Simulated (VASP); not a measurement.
# Tl (P6_3/mmc) in VASP: notebook, part 2 of 2

VASP 6.6.1. The steps go on from the part before.

## 4. Electric field gradients, PBEsol

File INCAR:

```
  ALGO = Normal
  EDIFF = 1E-8
  ENCUT = 520
  GGA = PS
  ISIF = 2
  ISMEAR = -1
  LASPH = True
  LCHARG = False
  LEFG = True
  LREAL = False
  LWAVE = False
  NBANDS = 20
  NELM = 100
  PREC = Accurate
  SIGMA = 0.05
```

File KPOINTS:

```
k-points
0
Gamma
  11 11 6
```

File POSCAR:

```
Tl
1.0
    3.4559983565      0.0000000000      0.0000000000
   -1.7279991783      2.9929823722      0.0000000000
    0.0000000000      0.0000000000      5.5250000000
Tl
2
Direct
    0.3333333333      0.6666666667      0.2500000000
    0.6666666667      0.3333333333      0.7500000000
```

Potentials or basis: VASP PAW PBE potentials, release 64 (Tl_d).

Command:

```console
$ cat potpaw_PBE.64/Tl_d/POTCAR > POTCAR
$ mpirun -np 1 vasp_std > vasp.out
```

OUTCAR:

```text
EDIFF = 1E-8
   ENCUT = 520
   GGA = PS
   ISIF = 2
   ISMEAR = -1
   LASPH = True
   LREAL = False
   NELM = 100
   PREC = Accurate

 ion  position               nearest neighbor table
   1  0.333  0.667  0.250-   2 3.41   2 3.41   2 3.41   2 3.41   2 3.41   2 3.41
   2  0.667  0.333  0.750-   1 3.41   1 3.41   1 3.41   1 3.41   1 3.41   1 3.41

  LATTYP: Found a hexagonal cell.
 ALAT       =     3.4559983565
 C/A-ratio  =     1.5986697417

  Lattice vectors:

 A1 = (   3.4559983565,   0.0000000000,   0.0000000000)
 A2 = (  -1.7279991783,   2.9929823722,   0.0000000000)
 A3 = (   0.0000000000,   0.0000000000,   5.5250000000)

Analysis of symmetry for initial positions (statically):
=====================================================================
 Subroutine PRICEL returns:
 Original cell was already a primitive cell.

 Routine SETGRP: Setting up the symmetry group for a
 hexagonal supercell.

 Subroutine GETGRP returns: Found 24 space group operations
 (whereof 12 operations were pure point group operations)
 out of a pool of 24 trial point group operations.

The static configuration has the point symmetry D_3d.
 The point group associated with its full space group is D_6h.

Analysis of symmetry for dynamics (positions and initial velocities):
=====================================================================
 Subroutine PRICEL returns:
 Original cell was already a primitive cell.

 Routine SETGRP: Setting up the symmetry group for a
 hexagonal supercell.

 Subroutine GETGRP returns: Found 24 space group operations
 (whereof 12 operations were pure point group operations)
[... 157 lines left out ...]

 k-point     1 :       0.0000    0.0000    0.0000
  band No.  band energies     occupation
      1      -5.3575      2.00000
      2      -5.1212      2.00000
      3      -5.1031      2.00000
      4      -5.1031      2.00000
      5      -5.0489      2.00000
      6      -5.0489      2.00000
[... 541 lines left out ...]
     19      16.4926      0.00000
     20      17.3615      0.00000

 [... further k-points ...]

------------------------ aborting loop because EDIFF is reached ----------------------------------------

  FORCE on cell =-STRESS in cart. coord.  units (eV):
  Direction    XX          YY          ZZ          XY          YZ          ZX
  --------------------------------------------------------------------------------------
  -------------------------------------------------------------------------------------
  Total       -0.0358359     -0.0358359     -0.0028663      0.0000000      0.0000000      0.0000000
  in kB       -1.0046583     -1.0046583     -0.0803561      0.0000000      0.0000000      0.0000000
  external PRESSURE =      -0.6965575 kB  Pullay stress =       0.0000000 kB

 VOLUME and BASIS-vectors are now :
 -----------------------------------------------------------------------------
  energy-cutoff  :      520.00
  volume of cell :       57.15
      direct lattice vectors                 reciprocal lattice vectors
     3.455998356  0.000000000  0.000000000     0.289351989  0.167057449  0.000000000
    -1.727999178  2.992982372  0.000000000     0.000000000  0.334114898  0.000000000
     0.000000000  0.000000000  5.525000000     0.000000000  0.000000000  0.180995475

 POSITION                                       TOTAL-FORCE (eV/Angst)
 -----------------------------------------------------------------------------------
     -0.00000      1.99532      1.38125         0.000000     -0.000000      0.000000
      1.72800      0.99766      4.14375        -0.000000      0.000000      0.000000
 -----------------------------------------------------------------------------------
    total drift:                                0.000000     -0.000000      0.000000

  FREE ENERGIE OF THE ION-ELECTRON SYSTEM (eV)
  ---------------------------------------------------
  free  energy   TOTEN  =        -5.2717830423 eV

  energy  without entropy=       -5.2623084225  energy(sigma->0) =       -5.26704573

 Electric field gradients (V/A^2)
---------------------------------------------------------------------
 ion       V_xx      V_yy      V_zz      V_xy      V_xz      V_yz
---------------------------------------------------------------------
   1      11.347    11.346   -22.693    -0.000     0.000    -0.000
   2      11.347    11.346   -22.693    -0.000    -0.000     0.000
---------------------------------------------------------------------

 Electric field gradients after diagonalization (V/A^2)
 (convention: |V_zz| > |V_xx| > |V_yy|)
----------------------------------------------------------------------
 ion       V_xx      V_yy      V_zz     asymmetry (V_yy - V_xx)/ V_zz
----------------------------------------------------------------------
   1      11.347    11.346   -22.693       0.000
   2      11.347    11.346   -22.693       0.000
----------------------------------------------------------------------

           NMR quadrupolar parameters

 Cq : quadrupolar parameter    Cq=e*Q*V_zz/h
 eta: asymmetry parameters     (V_yy - V_xx)/ V_zz
 Q  : nuclear electric quadrupole moment in mb (millibarn)
----------------------------------------------------------------------
 ion       Cq(MHz)       eta       Q (mb)
----------------------------------------------------------------------
   1      -0.055       0.000       1.000
   2      -0.055       0.000       1.000
----------------------------------------------------------------------
```

Wall time 71 s (1 thread of Oxide Virtual Turin-like, shared host); peak memory 0.17 GiB.

Results:

- Free energy: -5.2718 eV
- Pressure: -0.1 GPa
- Band gap on the k mesh: zero (bands 13 and 14 overlap by 5.66 eV)
- Largest electric field gradient by atom: Tl -22.7 V/Å²

Stress tensor (GPa, compression positive):
```
-0.10  0.00  0.00
 0.00 -0.10  0.00
 0.00  0.00 -0.01
```

Electric field gradients, principal values (V/Å²):
```csv
atom,least,middle,greatest (by size)
1 Tl,11.346,11.347,-22.693
2 Tl,11.346,11.347,-22.693
```

Caveat: without QUAD_EFG the Cq values of the log hold for a quadrupole moment of 1 mb, not for the nuclei; the PAW data sets were made with another functional, which shifts forces and pressure a little; spin-orbit coupling is left out, which moves the levels of the heavy elements.

## 5. Electric field gradients, r2SCAN

POSCAR is that of step 4.

File INCAR.step1:

```
SYSTEM = Tl
PREC = Accurate
ENCUT = 520
ISMEAR = -1
SIGMA = 0.05
LREAL = .FALSE.
LASPH = .TRUE.
NELM = 80
NBANDS = 20
GGA = PE
ALGO = Normal
EDIFF = 1E-4
LWAVE = .TRUE.
LCHARG = .FALSE.
```

File INCAR.step2:

```
SYSTEM = Tl
PREC = Accurate
ENCUT = 520
EDIFF = 1E-8
ISMEAR = -1
SIGMA = 0.05
LREAL = .FALSE.
LASPH = .TRUE.
NELM = 80
ALGO = Normal
ISIF = 2
LWAVE = .FALSE.
LCHARG = .FALSE.
METAGGA = R2SCAN
LMIXTAU = .TRUE.
LEFG = .TRUE.
NBANDS = 20
ISTART = 1
```

File KPOINTS:

```
Automatic mesh
0
G
  11 11 6
  0 0 0
```

Potentials or basis: VASP PAW PBE potentials, release 64 (Tl_d).

Command:

```console
$ cat potpaw_PBE.64/Tl_d/POTCAR > POTCAR
$ cp INCAR.step1 INCAR
$ mpirun -np 1 vasp_std > vasp.out
$ cp INCAR.step2 INCAR
$ mpirun -np 1 vasp_std > vasp.out
```

OUTCAR:

```text
SYSTEM = Tl
   PREC = Accurate
   ENCUT = 520
   EDIFF = 1E-8
   ISMEAR = -1
   LREAL = .FALSE.
   LASPH = .TRUE.
   NELM = 80
   ISIF = 2
   METAGGA = R2SCAN
   ISTART = 1

 ion  position               nearest neighbor table
   1  0.333  0.667  0.250-   2 3.41   2 3.41   2 3.41   2 3.41   2 3.41   2 3.41
   2  0.667  0.333  0.750-   1 3.41   1 3.41   1 3.41   1 3.41   1 3.41   1 3.41

  LATTYP: Found a hexagonal cell.
 ALAT       =     3.4559983565
 C/A-ratio  =     1.5986697417

  Lattice vectors:

 A1 = (   3.4559983565,   0.0000000000,   0.0000000000)
 A2 = (  -1.7279991783,   2.9929823722,   0.0000000000)
 A3 = (   0.0000000000,   0.0000000000,   5.5250000000)

Analysis of symmetry for initial positions (statically):
=====================================================================
 Subroutine PRICEL returns:
 Original cell was already a primitive cell.

 Routine SETGRP: Setting up the symmetry group for a
[... 744 lines left out ...]
  volume of cell :       57.15
      direct lattice vectors                 reciprocal lattice vectors
     3.455998356  0.000000000  0.000000000     0.289351989  0.167057449  0.000000000
    -1.727999178  2.992982372  0.000000000     0.000000000  0.334114898  0.000000000
     0.000000000  0.000000000  5.525000000     0.000000000  0.000000000  0.180995475

 POSITION                                       TOTAL-FORCE (eV/Angst)
 -----------------------------------------------------------------------------------
     -0.00000      1.99532      1.38125        -0.000000      0.000000      0.000000
      1.72800      0.99766      4.14375         0.000000     -0.000000      0.000000
 -----------------------------------------------------------------------------------
    total drift:                                0.000000     -0.000000      0.000000

  FREE ENERGIE OF THE ION-ELECTRON SYSTEM (eV)
  ---------------------------------------------------
  free  energy   TOTEN  =      -106.3452042228 eV

  energy  without entropy=     -106.3359478813  energy(sigma->0) =     -106.34057605

 Electric field gradients (V/A^2)
---------------------------------------------------------------------
 ion       V_xx      V_yy      V_zz      V_xy      V_xz      V_yz
---------------------------------------------------------------------
   1      12.846    12.845   -25.691    -0.000     0.000    -0.000
   2      12.846    12.845   -25.691    -0.000    -0.000     0.000
---------------------------------------------------------------------

 Electric field gradients after diagonalization (V/A^2)
 (convention: |V_zz| > |V_xx| > |V_yy|)
----------------------------------------------------------------------
 ion       V_xx      V_yy      V_zz     asymmetry (V_yy - V_xx)/ V_zz
----------------------------------------------------------------------
   1      12.846    12.845   -25.691       0.000
   2      12.846    12.845   -25.691       0.000
----------------------------------------------------------------------

           NMR quadrupolar parameters

 Cq : quadrupolar parameter    Cq=e*Q*V_zz/h
 eta: asymmetry parameters     (V_yy - V_xx)/ V_zz
 Q  : nuclear electric quadrupole moment in mb (millibarn)
----------------------------------------------------------------------
 ion       Cq(MHz)       eta       Q (mb)
----------------------------------------------------------------------
   1      -0.062       0.000       1.000
   2      -0.062       0.000       1.000
----------------------------------------------------------------------
```

It took 8.8 min on 1 thread of Oxide Virtual Turin-like, shared host; peak memory 0.19 GiB.

Results:

```
Free energy                             : -106.3452 eV
Pressure                                : 1.9 GPa
Band gap on the k mesh                  : zero (bands 13 and 14 overlap by 5.82 eV)
Largest electric field gradient by atom : Tl -25.7 V/Å²
```

Electric field gradients, principal values (V/Å²):
```tsv
atom	least	middle	greatest (by size)
1 Tl	12.845	12.846	-25.691
2 Tl	12.845	12.846	-25.691
```

Caveat: without QUAD_EFG the Cq values of the log hold for a quadrupole moment of 1 mb, not for the nuclei; the PAW data sets were made with another functional, which shifts forces and pressure a little; spin-orbit coupling is left out, which moves the levels of the heavy elements.

## 6. Overview

```csv
level,potentials or basis,spin,gap on the mesh (eV),pressure (GPa)
PBE,"VASP PAW PBE potentials, release 64 (Tl_d)","non-collinear, zero start, SOC",-,2.8
LDA,"VASP PAW LDA potentials, release 64 (Tl_d)",off,none,-1.7
PBEsol,"VASP PAW PBE potentials, release 64 (Tl_d)",off,none,-0.1
r2SCAN,"VASP PAW PBE potentials, release 64 (Tl_d)",off,none,1.9
```

Alike in all rows: task electric field gradients; cell as given; k mesh 11 × 11 × 6; cutoff (eV) 520; smearing fermi-dirac 0.05 eV.

Caveats: spin-orbit coupling is left out, which moves the levels of the heavy elements (at least some runs); the PAW data sets were made with another functional, which shifts forces and pressure a little (at least some runs).

Total energies depend on the potentials used, so only differences within one code and one set of settings carry meaning.
